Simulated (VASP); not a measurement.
# SnO2 in VASP: single point with PBEsol

Aim: the single point of SnO2 with PBEsol.

Everything below comes from runs of VASP 6.6.1. Logs are shortened: lines on timing, memory, paths and dates and some standing lists are left out, and cuts for length are marked.

## 1. The cell of the first run

The cell holds a slab with vacuum, 24 atoms: a = 3.212 Å, b = 6.744 Å, c = 25.730 Å, α = 90.00°, β = 90.00°, γ = 90.00°.

## 2. Single point, PBEsol

Contents of INCAR:

```
PREC = Accurate ; ENCUT = 520
EDIFF = 1E-6 ; ISMEAR = -1
SIGMA = 0.05 ; LREAL = Auto
LASPH = True ; NELM = 80
ALGO = Normal ; ISIF = 2
LWAVE = False ; LCHARG = True
GGA = PS ; LELF = True
LVHAR = True ; NBANDS = 122
```

Contents of KPOINTS:

```
Automatic mesh
0
Gamma
  6 3 1
```

Contents of POSCAR:

```
SnO2
1.0
    0.0000000000      0.0000000000      3.2121010000
    4.7690460000     -4.7690460000      0.0000000000
   18.1937320000     18.1937320000      0.0000000000
Sn O
8 16
Direct
    0.0026730000      0.9997150000      0.6904130000
    0.0026480000      0.4999000000      0.3097370000
    0.0028550000      0.9998110000      0.4294930000
    0.0028150000      0.4997870000      0.5706480000
    0.5025760000      0.4997450000      0.7059370000
    0.5026100000      0.9999130000      0.2942030000
    0.5028210000      0.4998050000      0.4396640000
    0.5027690000      0.9997700000      0.5604810000
    0.0026040000      0.0002000000      0.2485880000
    0.0027920000      0.4998510000      0.3873390000
    0.0027790000      0.9997830000      0.5110760000
    0.0026410000      0.5000400000      0.6495370000
    0.0025850000      0.4996290000      0.7515510000
    0.0027230000      0.9998820000      0.3506050000
    0.0028280000      0.4998430000      0.4890760000
    0.0027510000      0.9997470000      0.6128140000
    0.5026740000      0.1851670000      0.7021030000
    0.5026530000      0.6852800000      0.2979710000
    0.5028350000      0.1953110000      0.4337640000
    0.5028010000      0.6952610000      0.5663900000
    0.5026740000      0.8143920000      0.7022450000
    0.5026530000      0.3145360000      0.2979760000
    0.5028340000      0.8043470000      0.4337400000
    0.5028030000      0.3043090000      0.5664030000
```

Potentials or basis: VASP PAW PBE potentials, release 64 (Sn_d, O).

The run is started by

```
$ cat potpaw_PBE.64/Sn_d/POTCAR potpaw_PBE.64/O/POTCAR > POTCAR
$ mpirun -np 1 vasp_std > vasp.out
```

OUTCAR:

```text
PREC = Accurate
   ENCUT = 520
   EDIFF = 1E-6
   ISMEAR = -1
   LREAL = Auto
   LASPH = True
   NELM = 80
   ISIF = 2
   GGA = PS

 ion  position               nearest neighbor table
   1  0.003  1.000  0.690-  16 2.00  17 2.06  17 2.06  21 2.06  21 2.06   8 3.71   8 3.71   5 3.76
                             5 3.76   5 3.76   5 3.76
   2  0.003  0.500  0.310-  10 2.00  22 2.06  22 2.06  18 2.06  18 2.06   7 3.71   7 3.71   6 3.76
                             6 3.76   6 3.76   6 3.76
   3  0.003  1.000  0.429-  14 2.03  23 2.08  23 2.08  19 2.08  19 2.08  11 2.10   8 3.73   8 3.73
                             7 3.74   7 3.74   7 3.74   7 3.74
   4  0.003  0.500  0.571-  12 2.03  20 2.08  24 2.08  24 2.08  20 2.08  15 2.10   7 3.73   7 3.73
                             8 3.74   8 3.74   8 3.74   8 3.74
   5  0.503  0.500  0.706-  13 1.99  13 1.99  17 2.12  21 2.12  12 2.16  12 2.16   1 3.76   1 3.76
                             1 3.76   1 3.76
   6  0.503  1.000  0.294-   9 1.99   9 1.99  22 2.12  18 2.12  14 2.16  14 2.16   2 3.76   2 3.76
                             2 3.76   2 3.76
   7  0.503  0.500  0.440-  15 2.05  15 2.05  19 2.06  23 2.06  10 2.10  10 2.10   2 3.71   2 3.71
                             4 3.73   4 3.73   3 3.74   3 3.74   3 3.74   3 3.74
   8  0.503  1.000  0.560-  11 2.05  11 2.05  20 2.06  24 2.06  16 2.10  16 2.10   1 3.71   1 3.71
                             3 3.73   3 3.73   4 3.74   4 3.74   4 3.74   4 3.74
   9  0.003  0.000  0.249-   6 1.99   6 1.99
  10  0.003  0.500  0.387-   2 2.00   7 2.10   7 2.10
  11  0.003  1.000  0.511-   8 2.05   8 2.05   3 2.10
  12  0.003  0.500  0.650-   4 2.03   5 2.16   5 2.16
  13  0.003  0.500  0.752-   5 1.99   5 1.99
  14  0.003  1.000  0.351-   3 2.03   6 2.16   6 2.16
  15  0.003  0.500  0.489-   7 2.05   7 2.05   4 2.10
  16  0.003  1.000  0.613-   1 2.00   8 2.10   8 2.10
  17  0.503  0.185  0.702-   1 2.06   1 2.06   5 2.12
  18  0.503  0.685  0.298-   2 2.06   2 2.06   6 2.12
  19  0.503  0.195  0.434-   7 2.06   3 2.08   3 2.08
  20  0.503  0.695  0.566-   8 2.06   4 2.08   4 2.08
  21  0.503  0.814  0.702-   1 2.06   1 2.06   5 2.12
  22  0.503  0.315  0.298-   2 2.06   2 2.06   6 2.12
  23  0.503  0.804  0.434-   7 2.06   3 2.08   3 2.08
  24  0.503  0.304  0.566-   8 2.06   4 2.08   4 2.08

  LATTYP: Found a simple orthorhombic cell.
 ALAT       =     3.2121010000
 B/A-ratio  =     2.0997003310
 C/A-ratio  =     8.0102781776

  Lattice vectors:

 A1 = (   0.0000000000,   0.0000000000,   3.2121010000)
 A2 = (   4.7690460000,  -4.7690460000,   0.0000000000)
 A3 = (  18.1937320000,  18.1937320000,   0.0000000000)

Analysis of symmetry for initial positions (statically):
=====================================================================
 Subroutine PRICEL returns:
 Original cell was already a primitive cell.

 Routine SETGRP: Setting up the symmetry group for a
 simple orthorhombic supercell.

 Subroutine GETGRP returns: Found  1 space group operations
 (whereof  1 operations were pure point group operations)
 out of a pool of  8 trial point group operations.

The static configuration has the point symmetry C_1 .

Analysis of symmetry for dynamics (positions and initial velocities):
=====================================================================
 Subroutine PRICEL returns:
 Original cell was already a primitive cell.

 Routine SETGRP: Setting up the symmetry group for a
 simple orthorhombic supercell.

 Subroutine GETGRP returns: Found  1 space group operations
 (whereof  1 operations were pure point group operations)
 out of a pool of  8 trial point group operations.

The dynamic configuration has the point symmetry C_1 .

 Subroutine INISYM returns: Found  1 space group operations
 (whereof  1 operations are pure point group operations),
 and found     1 'primitive' translations

----------------------------------------------------------------------------------------

                                     Primitive cell

  volume of cell :     557.4071

  direct lattice vectors                    reciprocal lattice vectors
     0.000000000  0.000000000  3.212101000     0.000000000  0.000000000  0.311322714
     4.769046000 -4.769046000  0.000000000     0.104842771 -0.104842771  0.000000000
    18.193732000 18.193732000  0.000000000     0.027481992  0.027481992  0.000000000

  length of vectors
     3.212101000  6.744449533 25.729822545     0.311322714  0.148270069  0.038865406

[... 58 lines left out ...]
 Grid dimensions read from file:
 generate k-points for:    6    3    1

 Generating k-lattice:

  Cartesian coordinates                     Fractional coordinates (reciprocal lattice)
     0.000000000  0.000000000  0.051887119     0.166666667  0.000000000  0.000000000
     0.034947590 -0.034947590  0.000000000     0.000000000  0.333333333  0.000000000
     0.027481992  0.027481992  0.000000000     0.000000000  0.000000000  1.000000000

  Length of vectors
     0.051887119  0.049423356  0.038865406

  Shift w.r.t. Gamma in fractional coordinates (k-lattice)
     0.000000000  0.000000000  0.000000000

 Subroutine IBZKPT returns following result:
 ===========================================

 Found     10 irreducible k-points:

 Following reciprocal coordinates:
            Coordinates               Weight
  0.000000  0.000000  0.000000      1.000000
  0.166667  0.000000  0.000000      2.000000
  0.333333  0.000000  0.000000      2.000000
  0.500000  0.000000  0.000000      1.000000
  0.000000  0.333333  0.000000      2.000000
  0.166667  0.333333  0.000000      2.000000
  0.166667 -0.333333  0.000000      2.000000
  0.333333  0.333333  0.000000      2.000000
  0.333333 -0.333333  0.000000      2.000000
  0.500000  0.333333  0.000000      2.000000
   k-points           NKPTS =     10   k-points in BZ     NKDIM =     10   number of bands    NBANDS=    122
   number of dos      NEDOS =    301   number of ions     NIONS =     24
   total plane-waves  NPLWV = 230400
   dimension x,y,z NGX =    24 NGY =   50 NGZ =  192
   dimension x,y,z NGXF=    48 NGYF=  100 NGZF=  384
   ions per type =               8  16
   NGX,Y,Z   is equivalent  to a cutoff of  12.42, 12.32, 12.41 a.u.
   NGXF,Y,Z  is equivalent  to a cutoff of  24.84, 24.65, 24.81 a.u.
 SYSTEM =  unknown system
   PREC   = accura    normal or accurate (medium, high low for compatibility)
   ISTART =      0    job   : 0-new  1-cont  2-samecut
   ICHARG =      2    charge: 1-file 2-atom 10-const
   ISPIN  =      1    spin polarized calculation?
   LNONCOLLINEAR =      F non collinear calculations
   LSORBIT =      F    spin-orbit coupling
   LASPH  =      T    aspherical Exc in radial PAW
   ENCUT  =  520.0 eV  38.22 Ry    6.18 a.u.   5.97 12.54 47.84*2*pi/ulx,y,z
   NELM   =     80;   NELMIN=  2; NELMDL= -5     # of ELM steps
   EDIFF  = 0.1E-05   stopping-criterion for ELM
   LREAL  =      T    real-space projection
   EDIFFG = 0.1E-04   stopping-criterion for IOM
   NSW    =      0    number of steps for IOM
   IBRION =     -1    ionic relax: 0-MD 1-quasi-New 2-CG
   NFREE  =      0    steps in history (QN), initial steepest desc. (CG)
   ISIF   =      2    stress and relaxation
   ISYM   =      2    0-nonsym 1-usesym 2-fastsym
   POTIM  = 0.5000    time-step for ionic-motion
   TEBEG  =    0.0;   TEEND  =   0.0 temperature during run
   PSTRESS=    0.0 pullay stress
   NELECT =     208.0000    total number of electrons
   NUPDOWN=      -1.0000    fix difference up-down
   EMIN   =  10.00;   EMAX   =-10.00  energy-range for DOS
   EFERMI =   0.00;   METHOD = LEGACY
   ISMEAR =    -1;   SIGMA  =   0.05  broadening in eV -4-tet -1-fermi 0-gaus
   EFERMI_NEDOS =   21; number of points for ismear=-14 and -15
   IALGO  =     38    algorithm
   IMIX   =      4    mixing-type and parameters
     AMIX     =   0.40;   BMIX     =  1.00
     AMIX_MAG =   1.60;   BMIX_MAG =  1.00
  volume/ion in A,a.u.               =      23.23       156.73
  Fermi-wavevector in a.u.,A,eV,Ry     =   1.178614  2.227258 18.900290  1.389132
  Thomas-Fermi vector in A             =   2.314940
   LORBIT       =      0    0 simple, 1 ext, 2 COOP (PROOUT), +10 PAW based schemes
   GGA     = PS    functional components
   LHFCALC =     F    Hartree Fock is set to
   AEXX    =    0.0000 exact exchange contribution
   IVDW    =     0    specifies the selected vdW correction
   LEPSILON=     F    determine dielectric tensor
   LRPA    =     F    only Hartree local field effects (RPA)
 non-spin polarized calculation
  energy-cutoff  :      520.00
  volume of cell :      557.41
 maximum number of plane-waves:     15100
 NGX is ok and might be reduce to    24
   NGX = 11   NGY = 25   NGZ = 95

 number of electron     208.0000090 magnetization

 Free energy of the ion-electron system (eV)
  ---------------------------------------------------
  ext. energy  EPLUGINS =         0.00000000
  ---------------------------------------------------
  free energy    TOTEN  =      -155.59890205 eV

  energy without entropy =     -155.59883358  energy(sigma->0) =     -155.59886781

 E-fermi :   0.1389     XC(G=0):  -6.4827

 val. band max:       -0.3504040485   @ k =   0.3333   0.0000   0.0000
 cond. band min:       0.5081110524   @ k =   0.0000   0.0000   0.0000
 fundamental gap:      0.8585151009
 Fermi energy:         0.1388755806

 k-point     1 :       0.0000    0.0000    0.0000
  band No.  band energies     occupation
      1     -22.0034      2.00000
      2     -22.0009      2.00000
      3     -21.6222      2.00000
      4     -21.5380      2.00000
      5     -21.2964      2.00000
      6     -21.2630      2.00000
[... 1179 lines left out ...]
    115       7.0272      0.00000
    116       7.0564      0.00000
 [bands above 116 left out]

------------------------ aborting loop because EDIFF is reached ----------------------------------------

  FORCE on cell =-STRESS in cart. coord.  units (eV):
  Direction    XX          YY          ZZ          XY          YZ          ZX
  --------------------------------------------------------------------------------------
  -------------------------------------------------------------------------------------
  Total        1.7725616      1.7630464     -6.5445722     -0.9769569     -0.0043710     -0.0071074
  in kB        5.0949441      5.0675943    -18.8113235     -2.8081060     -0.0125636     -0.0204292
  external PRESSURE =      -2.8829284 kB  Pullay stress =       0.0000000 kB

 VOLUME and BASIS-vectors are now :
 -----------------------------------------------------------------------------
  energy-cutoff  :      520.00
  volume of cell :      557.41
      direct lattice vectors                 reciprocal lattice vectors
     0.000000000  0.000000000  3.212101000     0.000000000  0.000000000  0.311322714
     4.769046000 -4.769046000  0.000000000     0.104842771 -0.104842771  0.000000000
    18.193732000 18.193732000  0.000000000     0.027481992  0.027481992  0.000000000

 POSITION                                       TOTAL-FORCE (eV/Angst)
 -----------------------------------------------------------------------------------
     17.32888      7.79350      0.00859         0.027048      0.023413     -0.010153
      8.01932      3.25123      0.00851        -0.032176     -0.027002      0.001253
     12.58223      3.04594      0.00917         0.023296      0.021237     -0.003192
     12.76572      7.99871      0.00904        -0.014680     -0.019173     -0.010891
     15.22694     10.46032      1.61432         0.001598     -0.004151      0.006669
     10.12128      0.58402      1.61443         0.001536     -0.001938      0.006740
[... 16 lines left out ...]
     11.72732      4.05538      1.61515        -0.006071      0.010416      0.000889
     11.75625      8.85372      1.61505        -0.010142      0.008114      0.001693
 -----------------------------------------------------------------------------------
    total drift:                                0.008796     -0.010391      0.004800

  FREE ENERGIE OF THE ION-ELECTRON SYSTEM (eV)
  ---------------------------------------------------
  free  energy   TOTEN  =      -155.5989020485 eV

  energy  without entropy=     -155.5988335764  energy(sigma->0) =     -155.59886781
```

It took 24 min on 1 thread of Oxide Virtual Turin-like, shared host; peak memory 0.72 GiB.

Results:

```yaml
Free_energy: -155.5989 eV
Largest_force: 0.066 eV/Å
Band_gap_on_the_k_mesh: 0.86 eV (least direct gap 0.91 eV)
```

Forces in eV/Å, atoms in the order of the input:
```
Sn   0.027  0.023 -0.010
Sn  -0.032 -0.027  0.001
Sn   0.023  0.021 -0.003
Sn  -0.015 -0.019 -0.011
Sn   0.002 -0.004  0.007
Sn   0.002 -0.002  0.007
Sn   0.000 -0.006  0.004
Sn   0.009  0.004  0.009
O   -0.050 -0.043 -0.003
O    0.002  0.003  0.001
O   -0.030 -0.031 -0.003
O    0.011  0.015 -0.001
O    0.045  0.048 -0.003
O   -0.015 -0.012  0.000
O    0.027  0.028 -0.005
O   -0.005 -0.004  0.001
O    0.029 -0.012  0.000
O    0.017 -0.032  0.002
O    0.005 -0.002  0.001
O    0.003 -0.008  0.002
O   -0.012  0.026  0.001
O   -0.027  0.016  0.001
O   -0.006  0.010  0.001
O   -0.010  0.008  0.002
```

Caveat: there is no dipole correction, which matters where the two faces differ; the PAW data sets were made with another functional, which shifts forces and pressure a little; spin-orbit coupling is left out, which moves the levels of the heavy elements.
